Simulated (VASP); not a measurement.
# Ti (Fm-3m) in VASP: further runs, part 2 of 2

VASP 6.6.1. Earlier steps stand in the parts before.

### 5 Single point, PBEsol

This run uses another cell than the first one, of 16.73 Å³/atom, 1.064 times its volume.

Contents of INCAR:

```
PREC = Accurate
ENCUT = 520
EDIFF = 1E-7
ISMEAR = 1
SIGMA = 0.05
LREAL = F
LASPH = T
NELM = 100
ALGO = Normal
ISIF = 2
LWAVE = F
LCHARG = F
GGA = PS
NBANDS = 12
```

Contents of KPOINTS:

```
regular mesh
0
Gamma
  12 12 12
```

Contents of POSCAR:

```
Ti
1.0
    0.0000000000      2.0300000000      2.0300000000
    2.0300000000      0.0000000000      2.0300000000
    2.0300000000      2.0300000000      0.0000000000
Ti
1
Direct
    0.0000000000      0.0000000000      0.0000000000
```

Potentials or basis: VASP PAW PBE potentials, release 64 (Ti_sv).

The run is started by

```sh
$ cat potpaw_PBE.64/Ti_sv/POTCAR > POTCAR
$ mpirun -np 1 vasp_std > vasp.out
```

OUTCAR:

```text
PREC = Accurate
   ENCUT = 520
   EDIFF = 1E-7
   ISMEAR = 1
   LREAL = F
   LASPH = T
   NELM = 100
   ISIF = 2
   GGA = PS

 ion  position               nearest neighbor table
   1  0.000  0.000  0.000-

  LATTYP: Found a face centered cubic cell.
 ALAT       =     4.0600000000

  Lattice vectors:

 A1 = (   0.0000000000,   2.0300000000,   2.0300000000)
 A2 = (   2.0300000000,   0.0000000000,   2.0300000000)
 A3 = (   2.0300000000,   2.0300000000,   0.0000000000)

Analysis of symmetry for initial positions (statically):
=====================================================================
 Subroutine PRICEL returns:
 Original cell was already a primitive cell.

 Routine SETGRP: Setting up the symmetry group for a
 face centered cubic supercell.

 Subroutine GETGRP returns: Found 48 space group operations
 (whereof 48 operations were pure point group operations)
 out of a pool of 48 trial point group operations.

The static configuration has the point symmetry O_h .

Analysis of symmetry for dynamics (positions and initial velocities):
=====================================================================
 Subroutine PRICEL returns:
 Original cell was already a primitive cell.

 Routine SETGRP: Setting up the symmetry group for a
 face centered cubic supercell.

 Subroutine GETGRP returns: Found 48 space group operations
 (whereof 48 operations were pure point group operations)
 out of a pool of 48 trial point group operations.

The dynamic configuration has the point symmetry O_h .

 Subroutine INISYM returns: Found 48 space group operations
 (whereof 48 operations are pure point group operations),
 and found     1 'primitive' translations

----------------------------------------------------------------------------------------

                                     Primitive cell

  volume of cell :      16.7309

[... 108 lines left out ...]
  Fermi-wavevector in a.u.,A,eV,Ry     =   1.465421  2.769245 29.217967  2.147460
  Thomas-Fermi vector in A             =   2.581280
   LORBIT       =      0    0 simple, 1 ext, 2 COOP (PROOUT), +10 PAW based schemes
   GGA     = PS    functional components
   LHFCALC =     F    Hartree Fock is set to
   AEXX    =    0.0000 exact exchange contribution
   IVDW    =     0    specifies the selected vdW correction
   LEPSILON=     F    determine dielectric tensor
   LRPA    =     F    only Hartree local field effects (RPA)
 non-spin polarized calculation
 Methfessel and Paxton  Order N= 1 SIGMA  =   0.05
  energy-cutoff  :      520.00
  volume of cell :       16.73
 maximum number of plane-waves:       464
 NGX is ok and might be reduce to    24
   NGX = 11   NGY = 11   NGZ = 11

 number of electron      12.0000002 magnetization

 Free energy of the ion-electron system (eV)
  ---------------------------------------------------
  ext. energy  EPLUGINS =         0.00000000
  ---------------------------------------------------
  free energy    TOTEN  =        -8.28010261 eV

  energy without entropy =       -8.27932381  energy(sigma->0) =       -8.27984301

 E-fermi :   8.5066     XC(G=0): -11.8169

 val. band max:        8.4868289749   @ k =   0.4167   0.0833   0.0000
 cond. band min:       8.5091526124   @ k =   0.3333   0.0000   0.0000
 fundamental gap:      0.0223236375
 Fermi energy:         8.5066128726

 k-point     1 :       0.0000    0.0000    0.0000
  band No.  band energies     occupation
      1     -47.9297      2.00000
      2     -23.8367      2.00000
      3     -23.8367      2.00000
      4     -23.8367      2.00000
      5       2.3095      2.00000
      6       9.3875     -0.00000
      7       9.3875     -0.00000
      8       9.3875     -0.00000
      9      11.0965      0.00000
     10      11.0965      0.00000
     11      23.9680      0.00000
     12      28.5881      0.00000
[... 331 lines left out ...]
 k-point    24 :      -0.4167    0.1667    0.0000
  band No.  band energies     occupation
      1     -47.7706      2.00000
      2     -24.5289      2.00000
      3     -24.0731      2.00000
      4     -23.9615      2.00000
      5       6.4651      2.00000
      6       8.1084      2.00000
      7       9.0030     -0.00000
      8       9.7830      0.00000
      9      12.0047      0.00000
     10      13.6129      0.00000
     11      17.0742      0.00000
     12      22.7116      0.00000

 [... further k-points ...]
[... 5 lines left out ...]
  --------------------------------------------------------------------------------------
  -------------------------------------------------------------------------------------
  Total       -0.0575155     -0.0575155     -0.0575155      0.0000000      0.0000000      0.0000000
  in kB       -5.5077916     -5.5077916     -5.5077916      0.0000000      0.0000000      0.0000000
  external PRESSURE =      -5.5077916 kB  Pullay stress =       0.0000000 kB

 VOLUME and BASIS-vectors are now :
 -----------------------------------------------------------------------------
  energy-cutoff  :      520.00
  volume of cell :       16.73
      direct lattice vectors                 reciprocal lattice vectors
     0.000000000  2.030000000  2.030000000    -0.246305419  0.246305419  0.246305419
     2.030000000  0.000000000  2.030000000     0.246305419 -0.246305419  0.246305419
     2.030000000  2.030000000  0.000000000     0.246305419  0.246305419 -0.246305419

 POSITION                                       TOTAL-FORCE (eV/Angst)
 -----------------------------------------------------------------------------------
      0.00000      0.00000      0.00000        -0.000000     -0.000000     -0.000000
 -----------------------------------------------------------------------------------
    total drift:                                0.000000     -0.000000     -0.000000

  FREE ENERGIE OF THE ION-ELECTRON SYSTEM (eV)
  ---------------------------------------------------
  free  energy   TOTEN  =        -8.2801026106 eV

  energy  without entropy=       -8.2793238059  energy(sigma->0) =       -8.27984301
```

stdout:

```text
POSCAR found type information on POSCAR Ti
 POSCAR found :  1 types and       1 ions
 scaLAPACK will be used
 -----------------------------------------------------------------------------
|                                                                             |
|                                                                             |
|     You enforced a specific xc type in the INCAR file but a different       |
|     I HOPE YOU KNOW WHAT YOU ARE DOING!                                     |
|                                                                             |
 -----------------------------------------------------------------------------

 LDA part: xc-table for (Slater+PW92), standard interpolation
 POSCAR, INCAR and KPOINTS ok, starting setup
 FFT: planning ... GRIDC
 FFT: planning ... GRID_SOFT
 FFT: planning ... GRID
 WAVECAR not read
 entering main loop
```

It took 12 s on 1 thread of Intel Xeon 6975P-C, shared host; peak memory 0.14 GiB.

What came out:

```
Free energy            : -8.2801 eV
Pressure               : -0.6 GPa
Band gap on the k mesh : zero (band 6 reaches 9.39 eV, above the bottom of band 7 at 8.10 eV)
```

Caveat: the PAW data sets were made with another functional, which shifts forces and pressure a little.

### 6 Overview

```csv
cell,gap on the mesh (eV),pressure (GPa)
"a = 2.812 Å, angles 60.0°, 1 atom",none,6.6
"a = 2.832 Å, angles 60.0°, 1 atom",none,4.0
"a = 2.852 Å, angles 60.0°, 1 atom",none,1.7
"a = 2.871 Å, angles 60.0°, 1 atom",none,-0.6
```

Alike in all rows: task single point; level PBEsol; potentials or basis VASP PAW PBE potentials, release 64 (Ti_sv); no spin polarisation; k mesh 12 × 12 × 12; cutoff (eV) 520; smearing methfessel-paxton 0.05 eV.

Caveats: the PAW data sets were made with another functional, which shifts forces and pressure a little.

Absolute energies hang on the potentials; compare differences alone.
